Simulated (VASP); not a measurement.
HfO2, 3 atoms in the cell. Symmetry: I4/mmm, No. 139, tetragonal system. The conventional cell has a = 3.577 Å, b = 3.577 Å, c = 5.178 Å, α = 90.00°, β = 90.00°, γ = 90.00°. Within 2.9 Å of Hf (site symmetry 4/mmm) lie 8 O at 2.21 Å. O (site symmetry -4m2) has 4 Hf at 2.21 Å and 6 O at 2.53 to 2.59 Å within 2.9 Å.  This cell differs from its parent crystal: uniaxial x strain +2.4%.

```yaml
Program: VASP 6.6.1
Task: single point
Functional: r2SCAN
Potentials_or_basis: VASP PAW PBE potentials, release 64 (Hf_pv, O)
Cutoff: 520 eV
k_mesh: 8 × 8 × 8
Occupations: gaussian, width 0.01 eV
Spin: no spin polarisation
Dipole_correction: no
Further_INCAR_settings: ALGO = Normal; EDIFF = 1e-06; NBANDS = 18
```

Potentials or basis: VASP PAW PBE potentials, release 64 (Hf_pv, O).

Command:

```bash
$ cat potpaw_PBE.64/Hf_pv/POTCAR potpaw_PBE.64/O/POTCAR > POTCAR
$ cp INCAR.step1 INCAR
$ mpirun -np 1 vasp_std > vasp.out
$ cp INCAR.step2 INCAR
$ mpirun -np 1 vasp_std > vasp.out
```

Hardware: 1 thread of Intel(R) Xeon(R) 6975P-C (Granite Rapids), with other jobs on the host.

Problem. Estimate the wall time of this run.

Solution. Wall time 80 s on 1 thread of Intel(R) Xeon(R) 6975P-C (Granite Rapids), with other jobs on the host, peak memory 0.18 GiB. Counts: k points 59.
